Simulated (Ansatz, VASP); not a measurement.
# InSb: VASP beside Ansatz

```
In Sb
1.0
    -2.95816    2.95816    1.61775
     2.95816   -2.95816    1.61775
     2.95816    2.95816   -1.61775
In Sb
1 1
Cartesian
  2.9582 0.0000 0.8089
  0.0000 0.0000 0.0000
```

Alike in both runs: task single point; functional PBE; k mesh 16 × 16 × 16; occupations gaussian, width 0.15 eV; no spin polarisation.

```csv
,VASP,Ansatz
version,VASP 6.6.1,Ansatz 0.2.0
potentials or method,"VASP PAW PBE potentials, release 64 (In_d, Sb), cutoff 520 eV","scalar-relativistic, plane waves, PAW"
valence electrons in the cell,18,28
```

VASP gave:

```
gap on the k mesh at the Fermi level (eV)                     : none
pressure (GPa)                                                : 0.0
traceless stress, the component that is largest in VASP (GPa) : -0.23
```

Problem. Which values does Ansatz return?

Solution. gap on the k mesh at the Fermi level (eV): none; pressure (GPa): 0.1; traceless stress, the component that is largest in VASP (GPa): -0.22.

A gap of «none» marks a metal or a gap that the smearing closes. VASP's potentials hold 18 valence electrons a cell and Ansatz's 28, so a difference there can come from the potentials and not from the codes.

Neither program's run includes spin-orbit coupling.
